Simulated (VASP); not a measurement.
# NaI (P6_3mc) in VASP: single point with PBE

Aim: the single point of NaI with PBE.

All numbers are computed with VASP 6.6.1; they aren't measurements. Logs are shortened: lines on timing, memory, paths and dates and some standing lists are left out, and cuts for length are marked.

## (1) The cell of the first run

The typed cell holds 4 atoms: a = 5.417 Å, b = 5.417 Å, c = 6.459 Å, α = 90.00°, β = 90.00°, γ = 120.00°.

## (2) Single point, PBE, non-collinear spin, zero start, spin-orbit coupling

Contents of INCAR:

```
PREC = Accurate ; ENCUT = 520
EDIFF = 1E-7 ; ISMEAR = 0
SIGMA = 0.01 ; LREAL = F
LASPH = T ; NELM = 150
ALGO = Normal ; ISIF = 2
LWAVE = F ; LCHARG = F
MAGMOM = 0 0 0 0 0 0 0 0 0 0 0 0 ; LORBIT = 11
LSORBIT = T ; GGA_COMPAT = F
LORBMOM = T ; GGA = PE
NBANDS = 42
```

Contents of KPOINTS:

```
regular mesh
0
Gamma
  6 6 4
```

Contents of POSCAR:

```
NaI
1.0
    5.4165073042      0.0000000000      0.0000000000
   -2.7082536521      4.6908329252      0.0000000000
    0.0000000000      0.0000000000      6.4591135502
Na I
2 2
Direct
    0.3333333333      0.6666666667     -0.0625523195
    0.6666666667      0.3333333333      0.4374476805
    0.3333333333      0.6666666667      0.4375523195
    0.6666666667      0.3333333333      0.9375523195
```

Potentials or basis: VASP PAW PBE potentials, release 64 (Na_pv, I).

Started as:

```sh
cat potpaw_PBE.64/Na_pv/POTCAR potpaw_PBE.64/I/POTCAR > POTCAR
mpirun -np 1 vasp_ncl > vasp.out
```

OUTCAR:

```text
PREC = Accurate
   ENCUT = 520
   EDIFF = 1E-7
   ISMEAR = 0
   LREAL = F
   LASPH = T
   NELM = 150
   ISIF = 2
   LORBIT = 11
   LSORBIT = T
   GGA = PE

 ion  position               nearest neighbor table
   1  0.333  0.667  0.937-   4 3.13   4 3.13   4 3.13
   2  0.667  0.333  0.437-   3 3.13   3 3.13   3 3.13
   3  0.333  0.667  0.438-   2 3.13   2 3.13   2 3.13
   4  0.667  0.333  0.938-   1 3.13   1 3.13   1 3.13

  LATTYP: Found a hexagonal cell.
 ALAT       =     5.4165073042
 C/A-ratio  =     1.1924868162

  Lattice vectors:

 A1 = (   5.4165073042,   0.0000000000,   0.0000000000)
 A2 = (  -2.7082536521,   4.6908329252,   0.0000000000)
 A3 = (   0.0000000000,   0.0000000000,   6.4591135502)

Analysis of symmetry for initial positions (statically):
=====================================================================
 Subroutine PRICEL returns:
 Original cell was already a primitive cell.

 Routine SETGRP: Setting up the symmetry group for a
 hexagonal supercell.

 Subroutine GETGRP returns: Found 12 space group operations
 (whereof  6 operations were pure point group operations)
 out of a pool of 24 trial point group operations.

The static configuration has the point symmetry C_3v.
 The point group associated with its full space group is C_6v.

Analysis of symmetry for dynamics (positions and initial velocities):
=====================================================================
 Subroutine PRICEL returns:
 Original cell was already a primitive cell.

 Routine SETGRP: Setting up the symmetry group for a
 hexagonal supercell.

 Subroutine GETGRP returns: Found 12 space group operations
 (whereof  6 operations were pure point group operations)
 out of a pool of 24 trial point group operations.

The dynamic configuration has the point symmetry C_3v.
 The point group associated with its full space group is C_6v.

Analysis of structural, dynamic, and magnetic symmetry:
=====================================================================
 Subroutine PRICEL returns:
 Original cell was already a primitive cell.

 Routine SETGRP: Setting up the symmetry group for a
 hexagonal supercell.

 Subroutine GETGRP returns: Found 12 space group operations
 (whereof  6 operations were pure point group operations)
 out of a pool of 24 trial point group operations.

The overall configuration has the point symmetry C_3v.
 The point group associated with its full space group is C_6v.

 Subroutine INISYM returns: Found 12 space group operations
 (whereof  6 operations are pure point group operations),
 and found     1 'primitive' translations

[... 1220 lines left out ...]
    total drift:                               -0.000000      0.000000     -0.000053

  FREE ENERGIE OF THE ION-ELECTRON SYSTEM (eV)
  ---------------------------------------------------
  free  energy   TOTEN  =       -10.9098710264 eV

  energy  without entropy=      -10.9098710264  energy(sigma->0) =      -10.90987103

 orbital moment (x)

 # of ion     p       d       tot
 ----------------------------------------
  1         0.000   0.000   0.000
  2         0.000   0.000   0.000
  3         0.000   0.000   0.000
  4        -0.000  -0.000  -0.000
 ----------------------------------------
           -0.000  -0.000  -0.000

 orbital moment (y)

 # of ion     p       d       tot
 ----------------------------------------
  1         0.000   0.000   0.000
  2         0.000   0.000   0.000
  3        -0.000   0.000  -0.000
  4         0.000  -0.000   0.000
 ----------------------------------------
           -0.000  -0.000  -0.000

 orbital moment (z)

 # of ion     p       d       tot
 ----------------------------------------
  1         0.000   0.000   0.000
  2         0.000   0.000   0.000
  3         0.000   0.000   0.000
  4         0.000   0.000   0.000
 ----------------------------------------
            0.000   0.000   0.000

 Spin-Orbit-Coupling matrix elements

 Ion:    1  E_soc:     -0.0007945
 l=   1
     0.0000000    -0.0001307    -0.0001359
    -0.0001307     0.0000000    -0.0001307
    -0.0001359    -0.0001307     0.0000000
 l=   2
     0.0000000     0.0000000     0.0000000     0.0000000     0.0000000
     0.0000000     0.0000000     0.0000000     0.0000000     0.0000000
     0.0000000     0.0000000     0.0000000     0.0000000     0.0000000
     0.0000000     0.0000000     0.0000000     0.0000000     0.0000000
     0.0000000     0.0000000     0.0000000     0.0000000     0.0000000
 l=   3
     0.0000000     0.0000000     0.0000000     0.0000000     0.0000000     0.0000000     0.0000000
     0.0000000     0.0000000     0.0000000     0.0000000     0.0000000     0.0000000     0.0000000
     0.0000000     0.0000000     0.0000000     0.0000000     0.0000000     0.0000000     0.0000000
     0.0000000     0.0000000     0.0000000     0.0000000     0.0000000     0.0000000     0.0000000
[... 49 lines left out ...]
 l=   2
     0.0000000    -0.0000022     0.0000000    -0.0000022    -0.0000059
    -0.0000022     0.0000000    -0.0000059    -0.0000031    -0.0000022
     0.0000000    -0.0000059     0.0000000    -0.0000059     0.0000000
    -0.0000022    -0.0000031    -0.0000059     0.0000000    -0.0000022
    -0.0000059    -0.0000022     0.0000000    -0.0000022     0.0000000
 l=   3
     0.0000000     0.0000000     0.0000000     0.0000000     0.0000000     0.0000000     0.0000000
     0.0000000     0.0000000     0.0000000     0.0000000     0.0000000     0.0000000     0.0000000
     0.0000000     0.0000000     0.0000000     0.0000000     0.0000000     0.0000000     0.0000000
     0.0000000     0.0000000     0.0000000     0.0000000     0.0000000     0.0000000     0.0000000
     0.0000000     0.0000000     0.0000000     0.0000000     0.0000000     0.0000000     0.0000000
     0.0000000     0.0000000     0.0000000     0.0000000     0.0000000     0.0000000     0.0000000
     0.0000000     0.0000000     0.0000000     0.0000000     0.0000000     0.0000000     0.0000000

 total charge

# of ion       s       p       d       tot
------------------------------------------
    1        0.046   5.973   0.000   6.019
    2        0.046   5.973   0.000   6.019
    3        1.493   2.857   0.002   4.352
    4        1.493   2.857   0.002   4.352
--------------------------------------------------
tot          3.078  17.661   0.004  20.743

 magnetization (x)

# of ion       s       p       d       tot
------------------------------------------
    1        0.000   0.000   0.000   0.000
    2        0.000  -0.000   0.000  -0.000
    3        0.000   0.000  -0.000   0.000
    4        0.000   0.000   0.000   0.000
--------------------------------------------------
tot          0.000   0.000   0.000   0.000

 magnetization (y)

# of ion       s       p       d       tot
------------------------------------------
    1        0.000   0.000   0.000   0.000
    2        0.000  -0.000   0.000  -0.000
    3        0.000   0.000   0.000   0.000
    4        0.000   0.000  -0.000   0.000
--------------------------------------------------
tot          0.000  -0.000  -0.000  -0.000

 magnetization (z)

# of ion       s       p       d       tot
------------------------------------------
    1       -0.000  -0.000   0.000  -0.000
    2       -0.000  -0.000   0.000  -0.000
    3       -0.000   0.000   0.000   0.000
    4       -0.000  -0.000   0.000  -0.000
--------------------------------------------------
tot         -0.000  -0.000   0.000  -0.000
```

OSZICAR:

```text
N       E                     dE             d eps       ncg     rms          rms(c)
DAV:   1     0.233795087597E+03    0.23380E+03   -0.12257E+04  2512   0.118E+03
DAV:   2     0.137211338919E+02   -0.22007E+03   -0.21034E+03  2688   0.293E+02
DAV:   3    -0.100934004118E+02   -0.23815E+02   -0.23671E+02  2862   0.109E+02
DAV:   4    -0.110558509984E+02   -0.96245E+00   -0.96098E+00  2802   0.224E+01
DAV:   5    -0.110975740145E+02   -0.41723E-01   -0.41720E-01  3324   0.458E+00    0.496E+00
DAV:   6    -0.109189652546E+02    0.17861E+00   -0.22654E-01  2716   0.227E+00    0.313E+00
DAV:   7    -0.108936096635E+02    0.25356E-01   -0.73803E-02  2894   0.116E+00    0.228E+00
DAV:   8    -0.109046463470E+02   -0.11037E-01   -0.57186E-02  2524   0.106E+00    0.539E-01
DAV:   9    -0.109084592059E+02   -0.38129E-02   -0.53237E-03  2530   0.437E-01    0.151E-01
DAV:  10    -0.109090379696E+02   -0.57876E-03   -0.36418E-04  2992   0.106E-01    0.837E-02
DAV:  11    -0.109097770694E+02   -0.73910E-03   -0.48215E-04  2464   0.137E-01    0.627E-02
DAV:  12    -0.109098619314E+02   -0.84862E-04   -0.82009E-05  2636   0.639E-02    0.590E-03
DAV:  13    -0.109098688629E+02   -0.69316E-05   -0.68270E-06  2636   0.228E-02    0.427E-03
DAV:  14    -0.109098705038E+02   -0.16408E-05   -0.13542E-06  2604   0.768E-03    0.290E-03
DAV:  15    -0.109098709674E+02   -0.46363E-06   -0.27268E-07  2104   0.442E-03    0.998E-04
DAV:  16    -0.109098710264E+02   -0.58996E-07   -0.41211E-08  1940   0.154E-03
   1 F= -.10909871E+02 E0= -.10909871E+02  d E =-.171081E-43  mag=    -0.0000    -0.0000    -0.0000
```

stdout:

```text
POSCAR found type information on POSCAR NaI
 POSCAR found :  2 types and       4 ions
 scaLAPACK will be used
 LDA part: xc-table for (Slater+PW92), standard interpolation
 POSCAR, INCAR and KPOINTS ok, starting setup
 FFT: planning ... GRIDC
 FFT: planning ... GRID_SOFT
 FFT: planning ... GRID
 WAVECAR not read
 entering main loop
```

It took 11 min on 1 thread of Intel Xeon 8259CL, shared host; peak memory 0.72 GiB.

What came out:

```yaml
Free_energy: -10.9099 eV
Pressure: 0.4 GPa
Net_moment: 0.00 μB per cell
Valence_electrons_inside_the_program's_atomic_spheres: Na 6.02; I 4.35
```

Moments on the atoms (μB; x, y, z):
```
Na  0.00 0.00 0.00
Na  0.00 0.00 0.00
I   0.00 0.00 0.00
I   0.00 0.00 0.00
```
